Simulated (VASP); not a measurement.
**Co5H: single point with PBEsol**

System: Co5H, a slab with vacuum.

```xyz
6
Lattice="2.4564 0.0000 0.0000 -1.2282 2.1273 0.0000 0.0000 0.0000 26.9388" Properties=species:S:1:pos:R:3 pbc="T T T"
Co    1.2282    0.7091    8.5000
Co    0.0000    1.4182   10.4847
Co    1.2282    0.7091   12.4755
Co    0.0000    1.4182   14.4772
Co    1.2282    0.7091   16.4043
H     2.4564    1.4182   17.3249
```

```
Program                : VASP 6.6.1
Task                   : single point
Functional             : PBEsol
Potentials or basis    : VASP PAW PBE potentials, release 64 (Co, H)
Cutoff                 : 520 eV
k mesh                 : 12 × 12 × 1
Occupations            : gaussian, width 0.1 eV
Spin                   : collinear spin, ferromagnetic start
Starting moments       : [1.94, 1.87, 1.83, 1.86, 1.92, 1.0] μB
Dipole correction      : yes
Further INCAR settings : ALGO = Normal; EDIFF = 1e-06; NBANDS = 36
```

- Largest force: 0.540 eV/Å
- Net moment: 7.67 μB per cell
- Site moments: Co +1.70, +1.61, +1.54, +1.63, +1.22; H -0.02 μB
- Valence electrons inside the program's atomic spheres: Co 8.17, 8.35, 8.36, 8.38, 8.48; H 0.55

Forces on the atoms (eV/Å):
```
Co   0.000  0.000  0.399
Co   0.000  0.000 -0.415
Co   0.000  0.000  0.253
Co   0.000  0.000 -0.540
Co   0.000  0.000  0.296
H    0.000  0.000  0.007
```

Levels at points of the mesh, in eV from the Fermi level:
Spin up:
```tsv
k point	band 23	band 24	band 25	band 26	band 27	band 28	band 29	band 30	band 31	band 32
(0.00, 0.00, 0.00)	-1.47	-1.47	-1.04	-1.04	-0.85	-0.85	-0.74	-0.74	-0.17	4.48
(0.50, 0.00, 0.00)	-0.46	-0.42	-0.39	-0.16	1.20	1.44	2.52	3.28	4.73	7.03
```
Spin down:
```tsv
k point	band 16	band 17	band 18	band 19	band 20	band 21
(0.00, 0.00, 0.00)	-1.07	-0.91	-0.91	-0.72	-0.72	-0.14
(0.50, 0.00, 0.00)	-0.19	-0.09	0.56	0.60	0.95	1.17
```

Run time: 7.2 min on 1 thread of AMD EPYC 9R45 96-Core Processor (Zen 5), on a shared host, peak memory 0.34 GiB.

Caveat: the PAW data sets were made with another functional, which shifts forces and pressure a little.
